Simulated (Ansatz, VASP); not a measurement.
ScPbS4 in VASP and in Ansatz

```
Sc Pb S
1.0
     0.00000    3.90619    3.90619
     3.90619    0.00000    3.90619
     3.90619    3.90619    0.00000
Sc Pb S
1 1 4
Direct
  0.75000 0.75000 0.75000
  0.00000 0.00000 0.00000
  0.37716 0.37716 0.86853
  0.37716 0.86853 0.37716
  0.86853 0.37716 0.37716
  0.37716 0.37716 0.37716
```

Change from the starting cell: species swapped into the MgCu4Sn type (F-43m, No. 216).

Alike in both runs: functional PBE; k mesh 4 × 4 × 4; occupations gaussian, width 0.1 eV; no spin polarisation.

Ansatz relaxed the structure, and its values are those at the end. VASP's run is a single point on that final structure, the one shown.

```csv
,VASP,Ansatz
version,VASP 6.6.1,Ansatz 0.2.0
potentials or method,"VASP PAW PBE potentials, release 64 (Sc_sv, Pb_d, S), cutoff 520 eV","scalar-relativistic, plane waves, PAW"
valence electrons in the cell,49,49
```

```csv
,VASP,Ansatz,Ansatz less VASP
gap on the k mesh at the Fermi level (eV),none,none,-
pressure (GPa),-0.1,-0.1,+0.05
rms of the force components (eV/Å),0.004,0.002,-0.0014
```

A gap of «none» marks a metal or a gap that the smearing closes. The functional is the same, so the differences come from potentials, cutoffs and numerics.

Neither program's run includes spin-orbit coupling.
